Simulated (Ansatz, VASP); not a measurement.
## Two plane-wave programs on Sb

The input POSCAR:

```
Sb
1.0
   -1.5765401831      1.5765401831      2.7119384313
    1.5765401831     -1.5765401831      2.7119384313
    1.5765401831      1.5765401831     -2.7119384313
Sb
1
Direct
    0.0000000000      0.0000000000      0.0000000000
```

File INCAR.step1:

```
PREC = Accurate
ENCUT = 520
EDIFF = 1E-5
ISMEAR = -1
SIGMA = 0.05
LREAL = False
LASPH = True
NELM = 100
ALGO = Normal
ISIF = 2
LWAVE = True
LCHARG = False
GGA = PE
NBANDS = 8
```

File INCAR.step2:

```
PREC = Accurate
ENCUT = 520
EDIFF = 1E-7
ISMEAR = -1
SIGMA = 0.05
LREAL = False
LASPH = True
NELM = 100
ALGO = Normal
ISIF = 2
LWAVE = False
LCHARG = False
GGA = PS
LHFCALC = True
AEXX = 0.25
PRECFOCK = Normal
ISTART = 1
NBANDS = 8
```

Contents of KPOINTS:

```
Automatic mesh
0
Gamma
  6 6 6
```

The input input:

```
crystal:
  lattice:
    - [-1.5765401831, 1.5765401831, 2.7119384313]
    - [1.5765401831, -1.5765401831, 2.7119384313]
    - [1.5765401831, 1.5765401831, -2.7119384313]
  atoms:
    - { symbol: Sb, position: [0.0, 0.0, 0.0] }
hamiltonian:
  xc: { exchange: pbesol, correlation: pbesol, exx: { coeff: 0.25 } }
  pseudopotentials: { kind: paw }
kpoints:
  mp_grid: { grid: [6, 6, 6] }
scf:
  occupations: { method: fermi_dirac, width: 0.05 }
output:
  forces: true
  stress: true
  eigenvalues: true
  write_density: true
  write_potential: true
  elf: true
  volumetric_format: npy
```

Alike in both runs: task single point; functional PBEsol-based global hybrid; k mesh 6 × 6 × 6; occupations fermi-dirac, width 0.05 eV; no spin polarisation.

|  | VASP | Ansatz |
| --- | --- | --- |
| version | VASP 6.6.1 | Ansatz 0.2.0 |
| potentials or method | VASP PAW PBE potentials, release 64 (Sb) | Ansatz PAW |
| plane-wave cutoff (eV) | 520 | 420 |
| valence electrons in the cell | 5 | 15 |

|  | VASP | Ansatz | Ansatz less VASP |
| --- | --- | --- | --- |
| gap on the k mesh at the Fermi level (eV) | none | none | - |
| pressure (GPa) | -3.8 | -2.7 | +1.11 |
| traceless stress, the component that is largest in VASP (GPa) | -1.56 | -1.78 | -0.227 |

VASP's potentials were made for PBE, not for PBEsol-based global hybrid. A gap of «none» marks a metal or a gap that the smearing closes. VASP's potentials hold 5 valence electrons a cell and Ansatz's 15, so a difference there can come from the potentials and not from the codes.

The k mesh is coarse, so the values compare programs but aren't converged. Spin-orbit coupling is off throughout.
